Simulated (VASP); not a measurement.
MoS2, 3 atoms in the cell. Symmetry: R3m, No. 160, trigonal system. Conventional cell: a = 3.073 Å, b = 3.073 Å, c = 17.944 Å, α = 90.00°, β = 90.00°, γ = 120.00°. Within 3.1 Å of Mo (site symmetry 3m) lie 6 S at 2.32 Å and 6 Mo at 3.07 Å. Within 3.1 Å of S (site symmetry 3m) lie 3 Mo at 2.32 Å and 7 S at 3.00 to 3.07 Å. S (site symmetry 3m) has 3 Mo at 2.32 Å and 7 S at 3.00 to 3.07 Å within 3.1 Å. 

```yaml
Program: VASP 6.6.1
Task: single point
Functional: PBE
Potentials_or_basis: VASP PAW PBE potentials, release 64 (Mo_sv, S)
Cutoff: 520 eV
k_mesh: 11 × 11 × 11
Occupations: fermi-dirac, width 0.1 eV
Spin: no spin polarisation
Dipole_correction: no
Further_INCAR_settings: ALGO = Normal; EDIFF = 1e-07; NBANDS = 20
```

Potentials or basis: VASP PAW PBE potentials, release 64 (Mo_sv, S).

The run is started by

```console
$ cat potpaw_PBE.64/Mo_sv/POTCAR potpaw_PBE.64/S/POTCAR > POTCAR
$ mpirun -np 1 vasp_std > vasp.out
```

Hardware: 1 thread of AMD EPYC 9R45 96-Core Processor (Zen 5), with other jobs on the host.

**Question.** Estimate the wall time of this run.

**Answer.** It took 4.3 min on 1 thread of AMD EPYC 9R45 96-Core Processor (Zen 5), with other jobs on the host, peak memory 0.35 GiB. Counts: scf iterations 15, k points 146.
